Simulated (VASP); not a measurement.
Set up this calculation in VASP 6.6.1, as the native input.

```
Task                   : single point
Functional             : PBE
Potentials or basis    : VASP PAW PBE potentials, release 64 (Ta_pv)
Cutoff                 : 520 eV
k mesh                 : 26 × 26 × 26
Occupations            : gaussian, width 0.15 eV
Spin                   : no spin polarisation
Dipole correction      : no
Further INCAR settings : ALGO = Fast; EDIFF = 1e-06; NBANDS = 12
```

The structure of Ta lies in POSCAR:

```
Ta
1.0
   -1.7257706129      1.7257706129      1.7921464057
    1.7257706129     -1.7257706129      1.7921464057
    1.7257706129      1.7257706129     -1.7921464057
Ta
1
Direct
    0.0000000000      0.0000000000      0.0000000000
```

This cell differs from its parent crystal: strain +0.040 along x and y, +0.080 along z.

The input as run:

INCAR

```
  ALGO = Fast
  EDIFF = 1E-6
  ENCUT = 520
  GGA = PE
  ISIF = 2
  ISMEAR = 0
  LASPH = T
  LCHARG = F
  LREAL = F
  LWAVE = F
  NBANDS = 12
  NELM = 100
  PREC = Accurate
  SIGMA = 0.15
```

KPOINTS

```
k-points
0
Gamma
  26 26 26
```

Potentials or basis: VASP PAW PBE potentials, release 64 (Ta_pv).

Command:

```console
$ cat potpaw_PBE.64/Ta_pv/POTCAR > POTCAR
$ mpirun -np 1 vasp_std > vasp.out
```

Results of the run:

| Quantity | Value |
| --- | --- |
| Pressure | -22.4 GPa |
| Band gap on the k mesh | zero (an odd number of electrons rules out a gap without spin polarisation) |

Caveat: the cell differs from its parent crystal (strain +0.040 along x and y, +0.080 along z); the cell stands under tension; spin-orbit coupling is left out, which moves the levels of the heavy elements.

Wall time 2 min on 1 thread of Intel(R) Xeon(R) Platinum 8488C (Sapphire Rapids), with other jobs on the host, peak memory 0.42 GiB.
